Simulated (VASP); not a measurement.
# GaN (F-43m) in VASP: notebook

The runs below take GaN through single point, with PBE.

Everything below comes from runs of VASP 6.6.1. Logs are shortened: lines on timing, memory, paths and dates and some standing lists are left out, and cuts for length are marked.

## Step 1: The cell of the first run

The structure is cubic, space group F-43m (No. 216). The conventional cell has a = 4.477 Å, b = 4.477 Å, c = 4.477 Å, α = 90.00°, β = 90.00°, γ = 90.00°. Ga (site symmetry -43m) has 4 N at 1.94 Å within 2.6 Å. Within 2.6 Å of N (site symmetry -43m) lie 4 Ga at 1.94 Å.

## Step 2: Single point, PBE

INCAR

```
PREC = Accurate
ENCUT = 520
EDIFF = 1E-7
ISMEAR = -1
SIGMA = 0.05
LREAL = F
LASPH = T
NELM = 80
ALGO = Normal
ISIF = 2
LWAVE = F
LCHARG = T
GGA = PE
LELF = T
LVHAR = T
NBANDS = 16
```

KPOINTS

```
Automatic mesh
0
Gamma
  10 10 10
```

POSCAR

```
GaN
1.0
    0.0000000000      2.2383759866      2.2383759866
    2.2383759866      0.0000000000      2.2383759866
    2.2383759866      2.2383759866      0.0000000000
Ga N
1 1
Direct
    0.0000000000      0.0000000000      0.0000000000
    0.2500000000      0.2500000000      0.2500000000
```

Potentials or basis: VASP PAW PBE potentials, release 64 (Ga_d, N).

Command:

```bash
$ cat potpaw_PBE.64/Ga_d/POTCAR potpaw_PBE.64/N/POTCAR > POTCAR
$ mpirun -np 1 vasp_std > vasp.out
```

OUTCAR:

```text
PREC = Accurate
   ENCUT = 520
   EDIFF = 1E-7
   ISMEAR = -1
   LREAL = F
   LASPH = T
   NELM = 80
   ISIF = 2
   GGA = PE

 ion  position               nearest neighbor table
   1  0.000  0.000  0.000-   2 1.94   2 1.94   2 1.94   2 1.94
   2  0.250  0.250  0.250-   1 1.94   1 1.94   1 1.94   1 1.94

  LATTYP: Found a face centered cubic cell.
 ALAT       =     4.4767519732

  Lattice vectors:

 A1 = (   0.0000000000,   2.2383759866,   2.2383759866)
 A2 = (   2.2383759866,   0.0000000000,   2.2383759866)
 A3 = (   2.2383759866,   2.2383759866,   0.0000000000)

Analysis of symmetry for initial positions (statically):
=====================================================================
 Subroutine PRICEL returns:
 Original cell was already a primitive cell.

 Routine SETGRP: Setting up the symmetry group for a
 face centered cubic supercell.

 Subroutine GETGRP returns: Found 24 space group operations
 (whereof 24 operations were pure point group operations)
 out of a pool of 48 trial point group operations.

The static configuration has the point symmetry T_d .

Analysis of symmetry for dynamics (positions and initial velocities):
=====================================================================
 Subroutine PRICEL returns:
 Original cell was already a primitive cell.

 Routine SETGRP: Setting up the symmetry group for a
 face centered cubic supercell.

 Subroutine GETGRP returns: Found 24 space group operations
 (whereof 24 operations were pure point group operations)
 out of a pool of 48 trial point group operations.

The dynamic configuration has the point symmetry T_d .

 Subroutine INISYM returns: Found 24 space group operations
 (whereof 24 operations are pure point group operations),
 and found     1 'primitive' translations

----------------------------------------------------------------------------------------

                                     Primitive cell

  volume of cell :      22.4300

  direct lattice vectors                    reciprocal lattice vectors
     0.000000000  2.238375987  2.238375987    -0.223376235  0.223376235  0.223376235
     2.238375987  0.000000000  2.238375987     0.223376235 -0.223376235  0.223376235
     2.238375987  2.238375987  0.000000000     0.223376235  0.223376235 -0.223376235

  length of vectors
     3.165541678  3.165541678  3.165541678     0.386898988  0.386898988  0.386898988

  position of ions in fractional coordinates (direct lattice)
     0.000000000  0.000000000  0.000000000
     0.250000000  0.250000000  0.250000000

  ion indices of the primitive-cell ions
   primitive index   ion index
                 1           1
                 2           2

----------------------------------------------------------------------------------------

 KPOINTS: Automatic mesh

Automatic generation of k-mesh.
 Grid dimensions read from file:
 generate k-points for:   10   10   10

 Generating k-lattice:

  Cartesian coordinates                     Fractional coordinates (reciprocal lattice)
    -0.022337623  0.022337623  0.022337623     0.100000000  0.000000000  0.000000000
     0.022337623 -0.022337623  0.022337623     0.000000000  0.100000000  0.000000000
     0.022337623  0.022337623 -0.022337623     0.000000000  0.000000000  0.100000000

  Length of vectors
     0.038689899  0.038689899  0.038689899

  Shift w.r.t. Gamma in fractional coordinates (k-lattice)
     0.000000000  0.000000000  0.000000000

 Subroutine IBZKPT returns following result:
 ===========================================

 Found     47 irreducible k-points:

 Following reciprocal coordinates:
            Coordinates               Weight
  0.000000  0.000000  0.000000      1.000000
  0.100000  0.000000  0.000000      8.000000
  0.200000  0.000000  0.000000      8.000000
  0.300000  0.000000  0.000000      8.000000
  0.400000  0.000000  0.000000      8.000000
  0.500000  0.000000  0.000000      4.000000
[... 16 lines left out ...]
  0.300000  0.300000  0.000000      6.000000
  0.400000  0.300000  0.000000     24.000000
 [... further k-points ...]
   k-points           NKPTS =     47   k-points in BZ     NKDIM =     47   number of bands    NBANDS=     16
   number of dos      NEDOS =    301   number of ions     NIONS =      2
   total plane-waves  NPLWV =  13824
   dimension x,y,z NGX =    24 NGY =   24 NGZ =   24
   dimension x,y,z NGXF=    48 NGYF=   48 NGZF=   48
   ions per type =               1   1
   NGX,Y,Z   is equivalent  to a cutoff of  12.60, 12.60, 12.60 a.u.
   NGXF,Y,Z  is equivalent  to a cutoff of  25.21, 25.21, 25.21 a.u.
 SYSTEM =  unknown system
   PREC   = accura    normal or accurate (medium, high low for compatibility)
   ISTART =      0    job   : 0-new  1-cont  2-samecut
   ICHARG =      2    charge: 1-file 2-atom 10-const
   ISPIN  =      1    spin polarized calculation?
   LNONCOLLINEAR =      F non collinear calculations
   LSORBIT =      F    spin-orbit coupling
   LASPH  =      T    aspherical Exc in radial PAW
   ENCUT  =  520.0 eV  38.22 Ry    6.18 a.u.   5.89  5.89  5.89*2*pi/ulx,y,z
   NELM   =     80;   NELMIN=  2; NELMDL= -5     # of ELM steps
   EDIFF  = 0.1E-06   stopping-criterion for ELM
   LREAL  =      F    real-space projection
   EDIFFG = 0.1E-05   stopping-criterion for IOM
   NSW    =      0    number of steps for IOM
   IBRION =     -1    ionic relax: 0-MD 1-quasi-New 2-CG
   NFREE  =      0    steps in history (QN), initial steepest desc. (CG)
   ISIF   =      2    stress and relaxation
   ISYM   =      2    0-nonsym 1-usesym 2-fastsym
   POTIM  = 0.5000    time-step for ionic-motion
   TEBEG  =    0.0;   TEEND  =   0.0 temperature during run
   PSTRESS=    0.0 pullay stress
   NELECT =      18.0000    total number of electrons
   NUPDOWN=      -1.0000    fix difference up-down
   EMIN   =  10.00;   EMAX   =-10.00  energy-range for DOS
   EFERMI =   0.00;   METHOD = LEGACY
   ISMEAR =    -1;   SIGMA  =   0.05  broadening in eV -4-tet -1-fermi 0-gaus
   EFERMI_NEDOS =   21; number of points for ismear=-14 and -15
   IALGO  =     38    algorithm
   IMIX   =      4    mixing-type and parameters
     AMIX     =   0.40;   BMIX     =  1.00
     AMIX_MAG =   1.60;   BMIX_MAG =  1.00
  volume/ion in A,a.u.               =      11.21        75.68
  Fermi-wavevector in a.u.,A,eV,Ry     =   1.521327  2.874892 31.489820  2.314436
  Thomas-Fermi vector in A             =   2.630057
   LORBIT       =      0    0 simple, 1 ext, 2 COOP (PROOUT), +10 PAW based schemes
   GGA     = PE    functional components
   LHFCALC =     F    Hartree Fock is set to
   AEXX    =    0.0000 exact exchange contribution
   IVDW    =     0    specifies the selected vdW correction
   LEPSILON=     F    determine dielectric tensor
   LRPA    =     F    only Hartree local field effects (RPA)
 non-spin polarized calculation
  energy-cutoff  :      520.00
  volume of cell :       22.43
 maximum number of plane-waves:       620
   NGX = 11   NGY = 11   NGZ = 11

 number of electron      18.0000015 magnetization

 Free energy of the ion-electron system (eV)
  ---------------------------------------------------
  ext. energy  EPLUGINS =         0.00000000
  ---------------------------------------------------
  free energy    TOTEN  =       -12.12274933 eV

  energy without entropy =      -12.12274933  energy(sigma->0) =      -12.12274933

 E-fermi :   6.4741     XC(G=0): -11.7753

 val. band max:        5.5033977473   @ k =   0.0000   0.0000   0.0000
 cond. band min:       7.3584284337   @ k =   0.0000   0.0000   0.0000
 fundamental gap:      1.8550306864
 Fermi energy:         6.4741096907

 k-point     1 :       0.0000    0.0000    0.0000
  band No.  band energies     occupation
      1     -10.6050      2.00000
      2      -7.9563      2.00000
      3      -7.9563      2.00000
      4      -7.9563      2.00000
      5      -7.6155      2.00000
      6      -7.6155      2.00000
[... 8 lines left out ...]
     15      24.5132      0.00000
     16      24.5132      0.00000

 k-point     2 :       0.1000    0.0000    0.0000
  band No.  band energies     occupation
      1     -10.4902      2.00000
      2      -7.9418      2.00000
      3      -7.9418      2.00000
      4      -7.9188      2.00000
      5      -7.6169      2.00000
      6      -7.6169      2.00000
[... 8 lines left out ...]
     15      23.1977      0.00000
     16      23.2363      0.00000

 k-point     3 :       0.2000    0.0000    0.0000
  band No.  band energies     occupation
      1     -10.1986      2.00000
      2      -7.9083      2.00000
      3      -7.9083      2.00000
      4      -7.7600      2.00000
      5      -7.6157      2.00000
      6      -7.6157      2.00000
[... 8 lines left out ...]
     15      22.4242      0.00000
     16      22.4242      0.00000

 k-point     4 :       0.3000    0.0000    0.0000
  band No.  band energies     occupation
      1      -9.8822      2.00000
      2      -7.8785      2.00000
      3      -7.8785      2.00000
      4      -7.6014      2.00000
      5      -7.6014      2.00000
      6      -7.3661      2.00000
[... 8 lines left out ...]
     15      22.9309      0.00000
     16      22.9309      0.00000

 k-point     5 :       0.4000    0.0000    0.0000
  band No.  band energies     occupation
      1      -9.6875      2.00000
      2      -7.8656      2.00000
      3      -7.8656      2.00000
      4      -7.5777      2.00000
      5      -7.5777      2.00000
      6      -6.7465      2.00000
[... 8 lines left out ...]
     15      24.3729      0.00000
     16      24.3729      0.00000

 k-point     6 :       0.5000    0.0000    0.0000
  band No.  band energies     occupation
      1      -9.6301      2.00000
      2      -7.8632      2.00000
      3      -7.8632      2.00000
      4      -7.5658      2.00000
      5      -7.5658      2.00000
      6      -6.3713      2.00000
[... 8 lines left out ...]
     15      25.4122      0.00000
     16      25.4122      0.00000
[... 267 lines left out ...]
 k-point    21 :      -0.3000    0.2000    0.0000
  band No.  band energies     occupation
      1      -9.6139      2.00000
      2      -7.8536      2.00000
      3      -7.8068      2.00000
      4      -7.6228      2.00000
      5      -7.6209      2.00000
      6      -6.6155      2.00000
[... 8 lines left out ...]
     15      23.0435      0.00000
     16      26.3699      0.00000

 k-point    22 :      -0.2000    0.2000    0.0000
  band No.  band energies     occupation
      1      -9.7848      2.00000
      2      -7.8615      2.00000
      3      -7.8458      2.00000
      4      -7.6393      2.00000
      5      -7.6328      2.00000
      6      -7.1848      2.00000
[... 8 lines left out ...]
     15      23.0907      0.00000
     16      26.3167      0.00000

 k-point    23 :       0.3000    0.3000    0.0000
  band No.  band energies     occupation
      1      -9.6915      2.00000
      2      -7.8045      2.00000
      3      -7.7548      2.00000
      4      -7.7548      2.00000
      5      -7.5623      2.00000
      6      -7.1765      2.00000
[... 8 lines left out ...]
     15      27.7382      0.00000
     16      28.3074      0.00000

 k-point    24 :       0.4000    0.3000    0.0000
  band No.  band energies     occupation
      1      -9.5618      2.00000
      2      -7.8225      2.00000
      3      -7.7185      2.00000
      4      -7.7177      2.00000
      5      -7.5516      2.00000
      6      -6.7178      2.00000
[... 8 lines left out ...]
     15      28.1495      0.00000
     16      28.1526      0.00000

 [... further k-points ...]
[... 5 lines left out ...]
  --------------------------------------------------------------------------------------
  -------------------------------------------------------------------------------------
  Total        1.2772640      1.2772640      1.2772640      0.0000000      0.0000000      0.0000000
  in kB       91.2351427     91.2351427     91.2351427      0.0000000      0.0000000      0.0000000
  external PRESSURE =      91.2351427 kB  Pullay stress =       0.0000000 kB

 VOLUME and BASIS-vectors are now :
 -----------------------------------------------------------------------------
  energy-cutoff  :      520.00
  volume of cell :       22.43
      direct lattice vectors                 reciprocal lattice vectors
     0.000000000  2.238375987  2.238375987    -0.223376235  0.223376235  0.223376235
     2.238375987  0.000000000  2.238375987     0.223376235 -0.223376235  0.223376235
     2.238375987  2.238375987  0.000000000     0.223376235  0.223376235 -0.223376235

 POSITION                                       TOTAL-FORCE (eV/Angst)
 -----------------------------------------------------------------------------------
      0.00000      0.00000      0.00000         0.000000     -0.000000      0.000000
      1.11919      1.11919      1.11919        -0.000000      0.000000     -0.000000
 -----------------------------------------------------------------------------------
    total drift:                                0.000002      0.000002      0.000002

  FREE ENERGIE OF THE ION-ELECTRON SYSTEM (eV)
  ---------------------------------------------------
  free  energy   TOTEN  =       -12.1227493296 eV

  energy  without entropy=      -12.1227493295  energy(sigma->0) =      -12.12274933
```

Wall time 12 s (1 thread of Intel Xeon Platinum 8259CL at 2.50GHz (Skylake/Cascade Lake), shared host); peak memory 0.15 GiB.

Results:

* Free energy: -12.1227 eV
* Pressure: 9.1 GPa
* Band gap on the k mesh: 1.85 eV, direct

Expect the measured gap to be larger: semilocal functionals such as PBE lack the derivative discontinuity.

(Part 1 of 2 ends here.)
